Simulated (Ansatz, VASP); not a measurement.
**Two plane-wave programs on Bi**

```
Bi
1.0
     2.24566    1.29653    3.83254
    -2.24566    1.29653    3.83254
     0.00000   -2.59307    3.83254
Bi
2
Direct
  0.23728 0.23728 0.23728
  0.76272 0.76272 0.76272
```

Alike in both runs: functional LDA; k mesh 12 × 12 × 12; occupations gaussian, width 0.05 eV; no spin polarisation.

Ansatz relaxed the structure, and its values are those at the end. VASP's run is a single point on that final structure, the one shown.

|  | VASP | Ansatz |
| --- | --- | --- |
| version | VASP 6.6.1 | Ansatz 0.2.0 |
| potentials or method | VASP PAW LDA potentials, release 64 (Bi_d), cutoff 520 eV | scalar-relativistic, plane waves, PAW |
| valence electrons in the cell | 30 | 30 |

```tsv
	VASP	Ansatz	Ansatz less VASP
pressure (GPa)	0.1	0.0	-0.10
rms of the force components (eV/Å)	0.008	0.004	-0.0039
```

LDA's correlation is that of Perdew and Zunger in VASP and of Perdew and Wang (1992) in Ansatz.

Spin-orbit coupling is off throughout.
